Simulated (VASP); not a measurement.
# Si32PC30 (a cell with a defect) in VASP: a series of runs, part 3 of 4

VASP 6.6.1. Earlier steps stand in the parts before.

### Step 4. Single point, PBE, collinear spin, zero start

INCAR reads:

```
ALGO = Normal ; EDIFF = 1E-6
ENCUT = 520 ; GGA = PE
ISIF = 2 ; ISMEAR = 0
ISPIN = 2 ; LASPH = T
LCHARG = F ; LORBIT = 11
LREAL = Auto ; LWAVE = F
MAGMOM = 0 0 0 0 0 0 0 0 0 0 0 0 0 0 0 0 0 0 0 0 0 0 0 0 0 0 0 0 0 0 0 0 0 0 0 0 0 0 0 0 0 0 0 0 0 0 0 0 0 0 0 0 0 0 0 0 0 0 0 0 0 0 0 ; NBANDS = 168
NELM = 150 ; PREC = Accurate
SIGMA = 0.05
```

KPOINTS reads:

```
k-points
0
Gamma
  1 1 1
```

POSCAR reads:

```
Si32PC30
1.0
    8.7079860000      0.0000000000      0.0000000000
    0.0000000000      8.7079860000      0.0000000000
    0.0000000000      0.0000000000      8.7079860000
Si C P
32 30 1
Direct
    0.6320073321      0.1170472713      0.1206437401
    0.8747893026      0.3746387511      0.1255865593
    0.8763907062      0.1212120690      0.3758497085
    0.1268216325      0.1232018517      0.1209962901
    0.3329788312      0.4160757723      0.0633537996
    0.6258539001      0.6222346935      0.1209913521
    0.8795282859      0.8695198867      0.1216744032
    0.3574864498      0.1158662864      0.3905559793
    0.6332472285      0.3915828528      0.3905146379
    0.8788980598      0.6233666430      0.3738236373
    0.6261006850      0.1229383005      0.6239018988
    0.8739807345      0.3732231540      0.6222086255
    0.8715443502      0.1218892635      0.8766475968
    0.1362977616      0.6127742971      0.1125315314
    0.3744243502      0.8742653008      0.1256012584
    0.1235362574      0.3633132851      0.3906231590
    0.3856441662      0.6253336880      0.3905171644
    0.6278005040      0.8726226707      0.3758510866
    0.1183661756      0.1159040678      0.6332520516
    0.3754779808      0.3735759336      0.6345359306
    0.6331339991      0.6306617856      0.6332472285
    0.8756411643      0.8734021851      0.6243712381
    0.3757748347      0.1196044642      0.8721792846
    0.6294288944      0.3732631173      0.8721771027
    0.8745924718      0.6243230065      0.8752479620
    0.1257306799      0.8701734247      0.3738192735
    0.1257181626      0.6233332254      0.6262180486
    0.3758158316      0.8750281638      0.6221840504
    0.1144850256      0.3728809394      0.8665582375
    0.3761729750      0.6345732526      0.8665569743
    0.6271643064      0.8775041669      0.8766397879
    0.1247224100      0.8744597201      0.8752450911
    0.4995937063     -0.0001767343      0.0020538618
    0.7492215766      0.2494631939      0.0020521393
    0.7538499717     -0.0048286711      0.2500944535
   -0.0002899637     -0.0011445815     -0.0006848886
    0.2406615031      0.2430238174     -0.0172297016
    0.5060286041      0.5083894255     -0.0172388885
    0.7501982663      0.7493411220     -0.0006929272
    0.2496094964     -0.0022616022      0.2499909853
    0.7513715571      0.4994855297      0.2499776642
    0.5013744854      0.0001397568      0.4967331137
    0.7488954392      0.2476643853      0.4967256493
    0.7506271829     -0.0015708569      0.7486843686
   -0.0050305547      0.4966475601     -0.0030695961
    0.2524106033      0.7541003167     -0.0030740748
    0.0049247897      0.2497649858      0.2490720587
    0.4992595303      0.7440791705      0.2490750444
    0.0006945349     -0.0044565988      0.4992900769
    0.2434611172      0.2432344287      0.5214511140
    0.5058301656      0.5055515707      0.5214415825
    0.7534927135      0.7483523745      0.4992974265
    0.2508710969     -0.0063353340      0.7484588285
    0.5031902899      0.2458415758      0.7515527701
    0.7553737454      0.4981720228      0.7484778914
    0.0074198558      0.7416651795      0.2458316998
    0.0024980518      0.4983747103      0.5009404011
    0.2506873576      0.7464948841      0.5009037681
   -0.0096625098      0.2452975923      0.7482609641
    0.2487009051      0.5003532390      0.7520689629
    0.5037552885      0.7587101082      0.7482513178
    0.0001004825      0.7489473456      0.7502189370
    0.4219779407      0.3271567042      0.2694782697
```

The run is started by

```
$ cat potpaw_PBE.64/Si/POTCAR potpaw_PBE.64/C/POTCAR potpaw_PBE.64/P/POTCAR > POTCAR
$ mpirun -np 1 vasp_gam > vasp.out
```

Wall time 13 min (1 thread of Oxide Virtual Turin-like, shared host); peak memory 0.94 GiB.

It converged, with:

```yaml
Free_energy: -458.0399 eV
Pressure: 7.2 GPa
Largest_force: 2.604 eV/Å
Net_moment: 0.00 μB per cell
Valence_electrons_inside_the_program's_atomic_spheres: Si 1.65, 1.67, 1.66, 1.74, 1.69, 1.68, 1.63, 1.64, 1.71 (each value once); C 2.56, 2.54, 2.57, 2.58, 2.52, 2.51, 2.59 (each value once); P 2.68
```

Forces on the atoms (eV/Å):
```
Si  -0.321  0.319  0.143
Si  -0.022  0.023  0.016
Si  -0.035  0.008 -0.018
Si   0.013 -0.025  0.017
Si   0.015 -0.015  0.242
Si   0.024 -0.012  0.016
Si  -0.057  0.059  0.020
Si  -0.193 -0.113  0.052
Si   0.113  0.192  0.061
Si  -0.034 -0.003 -0.008
Si   0.022 -0.021 -0.030
Si  -0.050  0.046  0.028
Si  -0.043 -0.001  0.013
Si   0.059 -0.063  0.068
Si  -0.025  0.020  0.016
Si   0.064  0.313 -0.020
Si  -0.311 -0.058 -0.016
Si  -0.009  0.036 -0.020
Si   0.010  0.095 -0.053
Si  -0.043  0.043 -0.065
Si  -0.096 -0.010 -0.052
Si  -0.048  0.046  0.006
Si  -0.021  0.015  0.028
Si  -0.019  0.018  0.026
Si  -0.038 -0.004  0.007
Si   0.004  0.033 -0.008
Si   0.004 -0.004  0.013
Si  -0.044  0.052  0.030
Si   0.022  0.016  0.003
Si  -0.016 -0.024  0.001
Si   0.000  0.043  0.014
Si   0.003  0.037  0.007
C    0.010  0.014  0.012
C   -0.017 -0.010  0.009
C   -0.102  0.121 -0.045
C   -0.012  0.015  0.015
C   -0.030  0.023  0.041
C   -0.023  0.030  0.056
C   -0.010  0.015  0.011
C   -0.069 -0.082 -0.005
C    0.087  0.073 -0.005
C   -0.010 -0.017 -0.009
C    0.011  0.002  0.006
C   -0.015  0.023 -0.002
C    0.014  0.011  0.020
C   -0.008 -0.011  0.020
C    0.064  0.034  0.010
C   -0.041 -0.060  0.009
C   -0.020  0.031  0.009
C   -0.032  0.104 -0.076
C   -0.099  0.041 -0.076
C   -0.024  0.019  0.010
C   -0.017  0.082 -0.004
C   -0.011  0.000 -0.026
C   -0.081  0.018 -0.007
C   -0.027  0.029  0.016
C   -0.109  0.052  0.084
C   -0.050  0.112  0.082
C   -0.034  0.000  0.008
C   -0.003  0.000  0.000
C   -0.014  0.027  0.014
C   -0.019  0.017  0.011
P    1.764 -1.774 -0.720
```

Stress tensor (GPa, compression positive):
```
 5.44  1.67  0.44
 1.67  5.44 -0.45
 0.44 -0.45 10.58
```

Levels at points of the mesh, in eV from the Fermi level:
Spin up:
```csv
k point,band 125,band 126,band 127,band 128,band 129,band 130
"(0.00, 0.00, 0.00)",-0.95,-0.47,0.00,0.34,0.38,0.94
```
Spin down:
| k point | band 123 | band 124 | band 125 | band 126 | band 127 | band 128 | band 129 | band 130 | band 131 | band 132 |
| --- | --- | --- | --- | --- | --- | --- | --- | --- | --- | --- |
| (0.00, 0.00, 0.00) | -1.50 | -1.31 | -0.95 | -0.47 | 0.00 | 0.34 | 0.38 | 0.94 | 1.58 | 2.20 |

Caveat: the k points lie up to 0.72 Å⁻¹ apart; no moment was typed at the start, so none could form.

### Step 5. Single point, PBE, collinear spin, zero start

INCAR reads:

```
SYSTEM = Si32PC30
PREC = Accurate
ENCUT = 520
EDIFF = 1E-6
ISMEAR = 0
SIGMA = 0.05
LREAL = Auto
LASPH = .TRUE.
NELM = 150
ALGO = Normal
ISIF = 2
LWAVE = .FALSE.
LCHARG = .TRUE.
ISPIN = 2
MAGMOM = 0 0 0 0 0 0 0 0 0 0 0 0 0 0 0 0 0 0 0 0 0 0 0 0 0 0 0 0 0 0 0 0 0 0 0 0 0 0 0 0 0 0 0 0 0 0 0 0 0 0 0 0 0 0 0 0 0 0 0 0 0 0 0
LORBIT = 11
GGA = PE
LELF = .TRUE.
LVHAR = .TRUE.
NBANDS = 168
```

KPOINTS reads:

```
regular mesh
0
G
  1 1 1
  0 0 0
```

POSCAR reads:

```
Si32PC30
1.0
    8.7079860000      0.0000000000      0.0000000000
    0.0000000000      8.7079860000      0.0000000000
    0.0000000000      0.0000000000      8.7079860000
Si C P
32 30 1
Direct
    0.6387197912      0.1105025892      0.1174032664
    0.8747919439      0.3747607082      0.1252252817
    0.8766791770      0.1216632640      0.3763439675
    0.1260679565      0.1244648303      0.1206272036
    0.3323875348      0.4168318599      0.0584705809
    0.6247639810      0.6231452370      0.1206327158
    0.8803346721      0.8688689899      0.1212007001
    0.3614555650      0.1194517309      0.3891620864
    0.6298243934      0.3877654374      0.3890022331
    0.8791462228      0.6240215591      0.3741420806
    0.6251482260      0.1240552063      0.6246285881
    0.8746518426      0.3728799059      0.6215773659
    0.8720318338      0.1225686399      0.8763636046
    0.1344878138      0.6147578786      0.1108450335
    0.3744640839      0.8744237761      0.1252482491
    0.1216521248      0.3568803395      0.3912243313
    0.3921502630      0.6272426253      0.3910214141
    0.6275105403      0.8724836030      0.3763576331
    0.1177466294      0.1144436842      0.6343642491
    0.3759570812      0.3732584090      0.6359817299
    0.6347689351      0.6314245338      0.6343664310
    0.8761683815      0.8730298831      0.6243134750
    0.3757468145      0.1199146393      0.8716444882
    0.6292779984      0.3734408852      0.8716371386
    0.8749555867      0.6249898656      0.8751848016
    0.1252676566      0.8701053263      0.3741246254
    0.1251835958      0.6240306312      0.6259299223
    0.3763152582      0.8744984202      0.6215527907
    0.1136006650      0.3731593046      0.8666255320
    0.3760518219      0.6356196484      0.8666211682
    0.6266507548      0.8771699909      0.8763548770
    0.1242146003      0.8742543913      0.8751790598
    0.4988145364      0.0000553515      0.0017401268
    0.7491390087      0.2504046286      0.0017307102
    0.7560070721     -0.0068384354      0.2512561458
   -0.0004315579     -0.0007564321     -0.0008271717
    0.2408426013      0.2431275154     -0.0181668873
    0.5060887787      0.5083715109     -0.0181896250
    0.7499692811      0.7496401579     -0.0008356697
    0.2507613127      0.0003494493      0.2501167319
    0.7489759400      0.4985253766      0.2500957167
    0.5011398732      0.0010633917      0.4968951489
    0.7480957135      0.2480668894      0.4968810239
    0.7505727501     -0.0013548483      0.7487212313
   -0.0058576116      0.4970908313     -0.0034174377
    0.2521346497      0.7550951506     -0.0034224906
    0.0029129583      0.2495311775      0.2487433949
    0.4996312580      0.7462205383      0.2487594721
    0.0006784577     -0.0044081375      0.4992351848
    0.2439883344      0.2415644674      0.5232639327
    0.5076738755      0.5051557272      0.5232513006
    0.7535979043      0.7485242856      0.4992485059
    0.2507267467     -0.0075291807      0.7485767662
    0.5028932063      0.2462855361      0.7522399554
    0.7567310053      0.4984741592      0.7486083464
    0.0075543300      0.7417189233      0.2456314238
    0.0044284637      0.4980299693      0.4991123091
    0.2512053878      0.7446967646      0.4990561537
   -0.0095190782      0.2456066190      0.7479778906
    0.2482143403      0.5009989681      0.7521284485
    0.5036038184      0.7587275634      0.7479597464
    0.0000074644      0.7492002169      0.7500277332
    0.3817894287      0.3676463191      0.2856604271
```

The run is started by

```
$ cat potpaw_PBE.64/Si/POTCAR potpaw_PBE.64/C/POTCAR potpaw_PBE.64/P/POTCAR > POTCAR
$ mpirun -np 1 vasp_gam > vasp.out
```

Wall time 9.1 min (1 thread of Oxide Virtual Turin-like, shared host); peak memory 0.95 GiB.

Results (log left out):

| Item | Value |
| --- | --- |
| Free energy | -457.3567 eV |
| Pressure | 7.3 GPa |
| Largest force | 0.030 eV/Å |
| Net moment | -1.00 μB per cell |
| Valence electrons inside the program's atomic spheres | Si 1.68, 1.67, 1.66, 1.77, 1.64, 1.72, 1.69 (each value once); C 2.56, 2.54, 2.57, 2.58, 2.53, 2.51, 2.55, 2.59 (each value once); P 2.65 |

Forces on the atoms (eV/Å):
```
Si  -0.001  0.002 -0.004
Si   0.003 -0.006 -0.002
Si   0.006  0.006  0.005
Si  -0.004  0.006  0.001
Si   0.008 -0.011  0.027
Si  -0.005  0.003  0.000
Si   0.001  0.000  0.001
Si   0.006  0.016 -0.003
Si  -0.017 -0.007  0.000
Si   0.003  0.005  0.003
Si  -0.008  0.009 -0.002
Si   0.006 -0.011 -0.002
Si   0.004  0.007 -0.003
Si  -0.004  0.004 -0.008
Si   0.004 -0.005 -0.003
Si   0.003 -0.009 -0.001
Si   0.009 -0.001  0.002
Si  -0.006 -0.006  0.000
Si  -0.003  0.006 -0.005
Si   0.009 -0.009 -0.002
Si  -0.007  0.004 -0.005
Si   0.005 -0.006 -0.002
Si   0.004  0.006  0.002
Si  -0.008 -0.006  0.000
Si   0.005  0.000 -0.001
Si  -0.002 -0.005  0.004
Si  -0.004  0.005 -0.001
Si   0.010 -0.006 -0.001
Si   0.000 -0.005  0.004
Si   0.004  0.000  0.002
Si  -0.006 -0.004 -0.002
Si   0.001 -0.005  0.000
C    0.001 -0.006  0.000
C    0.006  0.007 -0.009
C    0.010 -0.004  0.003
C    0.004  0.002  0.004
C    0.003 -0.002  0.003
C    0.000 -0.001  0.010
C    0.004  0.002  0.003
C   -0.001 -0.003 -0.005
C    0.001  0.007 -0.004
C    0.004 -0.005 -0.004
C    0.001 -0.009  0.007
C    0.004  0.004 -0.003
C   -0.001  0.007  0.006
C    0.002  0.009  0.003
C   -0.010  0.001 -0.015
C    0.000  0.002 -0.013
C    0.002  0.002  0.005
C    0.006  0.005  0.003
C   -0.004 -0.006  0.000
C    0.001  0.000  0.004
C   -0.005 -0.001 -0.001
C   -0.003 -0.004  0.007
C    0.000  0.004 -0.002
C    0.001  0.001 -0.001
C   -0.002  0.008 -0.003
C   -0.010  0.002 -0.002
C   -0.006 -0.011 -0.003
C   -0.004  0.000  0.003
C   -0.001  0.000  0.002
C   -0.001  0.002  0.005
P   -0.017  0.012 -0.008
```

Stress tensor (GPa, compression positive):
```
 5.28  1.46  1.39
 1.46  5.27 -1.40
 1.39 -1.40 11.23
```

Levels at points of the mesh, in eV from the Fermi level:
Spin up:
| k point | band 122 | band 123 | band 124 | band 125 | band 126 | band 127 | band 128 | band 129 | band 130 | band 131 |
| --- | --- | --- | --- | --- | --- | --- | --- | --- | --- | --- |
| (0.00, 0.00, 0.00) | -1.73 | -1.55 | -1.39 | -1.15 | -0.66 | 0.12 | 0.25 | 0.33 | 0.46 | 1.40 |
Spin down:
```
           k point  band 124  band 125  band 126  band 127  band 128  band 129  band 130  band 131
(0.00, 0.00, 0.00)     -1.41     -1.17     -0.68     -0.12      0.23      0.31      0.44      1.38
```

Caveat: the k points lie up to 0.72 Å⁻¹ apart; no moment was typed at the start, so none could form.

(Continued in part 4 of 4.)
